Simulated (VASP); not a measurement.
Wanted: the native input for a VASP 6.6.1 run.

- Task: single point
- Functional: r2SCAN
- Potentials or basis: VASP PAW PBE potentials, release 64 (Ge_d)
- Cutoff: 520 eV
- k mesh: 4 × 4 × 4
- Occupations: gaussian, width 0.05 eV
- Spin: no spin polarisation
- Dipole correction: no
- Further INCAR settings: ALGO = Normal; EDIFF = 1e-06; NBANDS = 66

The system is Ge.

```
Ge
1.0
     5.67340    0.00000    0.00000
     0.00000    5.67340    0.00000
     0.00000    0.00000    5.67340
Ge
8
Direct
  0.00000 0.00000 0.00000
  0.00000 0.50000 0.50000
  0.50000 0.00000 0.50000
  0.50000 0.50000 0.00000
  0.25000 0.25000 0.25000
  0.25000 0.75000 0.75000
  0.75000 0.25000 0.75000
  0.75000 0.75000 0.25000
```

One way to write it, as run:

POSCAR

```
Ge
1.0
    5.6734000000      0.0000000000      0.0000000000
    0.0000000000      5.6734000000      0.0000000000
    0.0000000000      0.0000000000      5.6734000000
Ge
8
Direct
    0.0000000000      0.0000000000      0.0000000000
    0.0000000000      0.5000000000      0.5000000000
    0.5000000000      0.0000000000      0.5000000000
    0.5000000000      0.5000000000      0.0000000000
    0.2500000000      0.2500000000      0.2500000000
    0.2500000000      0.7500000000      0.7500000000
    0.7500000000      0.2500000000      0.7500000000
    0.7500000000      0.7500000000      0.2500000000
```

INCAR.step1

```
SYSTEM = Ge
PREC     = Accurate       ! precision mode
ENCUT    = 520            ! plane-wave cutoff, eV
ISMEAR   = 0              ! smearing method
SIGMA    = 0.05           ! smearing width, eV
LREAL    = .FALSE.        ! projectors in reciprocal space
LASPH    = .TRUE.         ! aspherical terms in the spheres
NELM     = 80             ! most SCF steps
NBANDS   = 66             ! bands
GGA      = PE             ! functional
ALGO     = Normal         ! electronic algorithm
EDIFF    = 1E-4           ! SCF threshold, eV
LWAVE    = .TRUE.         ! write WAVECAR
LCHARG   = .FALSE.        ! write CHGCAR
```

INCAR.step2

```
SYSTEM = Ge
PREC     = Accurate       ! precision mode
ENCUT    = 520            ! plane-wave cutoff, eV
EDIFF    = 1E-6           ! SCF threshold, eV
ISMEAR   = 0              ! smearing method
SIGMA    = 0.05           ! smearing width, eV
LREAL    = .FALSE.        ! projectors in reciprocal space
LASPH    = .TRUE.         ! aspherical terms in the spheres
NELM     = 80             ! most SCF steps
ALGO     = Normal         ! electronic algorithm
ISIF     = 2              ! what is computed and relaxed
LWAVE    = .FALSE.        ! write WAVECAR
LCHARG   = .FALSE.        ! write CHGCAR
METAGGA  = R2SCAN         ! meta-GGA
LMIXTAU  = .TRUE.       
NBANDS   = 66             ! bands
ISTART   = 1
```

KPOINTS

```
regular mesh
0
G
  4 4 4
  0 0 0
```

Potentials or basis: VASP PAW PBE potentials, release 64 (Ge_d).

Run with:

```bash
$ cat potpaw_PBE.64/Ge_d/POTCAR > POTCAR
$ cp INCAR.step1 INCAR
$ mpirun -np 1 vasp_std > vasp.out
$ cp INCAR.step2 INCAR
$ mpirun -np 1 vasp_std > vasp.out
```

Results of the run:

| Item | Value |
| --- | --- |
| Pressure | 0.0 GPa |
| Band gap on the k mesh | 0.33 eV |

Caveat: the PAW data sets were made with another functional, which shifts forces and pressure a little.

It took 5.1 min on 1 thread of Intel(R) Xeon(R) Platinum 8488C (Sapphire Rapids) (shared host), peak memory 0.31 GiB.
